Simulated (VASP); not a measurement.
Runs of VASP 6.6.1 on PbSe. The structure is that of space group Fm-3m (No. 225), or close to it. The cells are those of the table. 

```tsv
level	cell	k mesh	gap on the mesh (eV)	pressure (GPa)
PBE	a = 4.345 Å, angles 60.0°, 2 atoms	6 × 6 × 6	0.33	1.7
r2SCAN	a = 4.468 Å, angles 60.0°, 2 atoms	10 × 10 × 10	0.86	(a)
r2SCAN	a = 4.387 Å, angles 60.0°, 2 atoms	10 × 10 × 10	0.71	-0.6
r2SCAN	a = 4.426 Å, angles 60.0°, 2 atoms	10 × 10 × 10	(c)	-1.9
r2SCAN	a = 4.397 Å, angles 60.0°, 2 atoms	10 × 10 × 10	0.73	-1.0
PBE	a = 4.362 Å, angles 60.0°, 2 atoms	6 × 6 × 6	0.37	1.1
PBE	a = 4.396 Å, angles 60.0°, 2 atoms	6 × 6 × 6	0.44	0.0
r2SCAN	a = 4.309 Å, angles 60.0°, 2 atoms	10 × 10 × 10	0.53	2.3
r2SCAN	a = 4.368 Å, angles 60.0°, 2 atoms	10 × 10 × 10	(b)	0.0
r2SCAN	a = 4.339 Å, angles 60.0°, 2 atoms	10 × 10 × 10	0.60	1.1
r2SCAN	a = 4.396 Å, angles 60.0°, 2 atoms	10 × 10 × 10	0.73	-0.9
```

Alike in all rows: task single point; potentials or basis VASP PAW PBE potentials, release 64 (Pb_d, Se); no spin polarisation; cutoff (eV) 520; smearing gaussian 0.05 eV.

Fill in the values left out.

(a) -3.0; (b) 0.67; (c) 0.79.

Caveats: spin-orbit coupling is left out, which moves the levels of the heavy elements; the PAW data sets were made with another functional, which shifts forces and pressure a little (some runs).

A k mesh can miss the band edges, and the runs leave out spin-orbit coupling on Pb, Se.
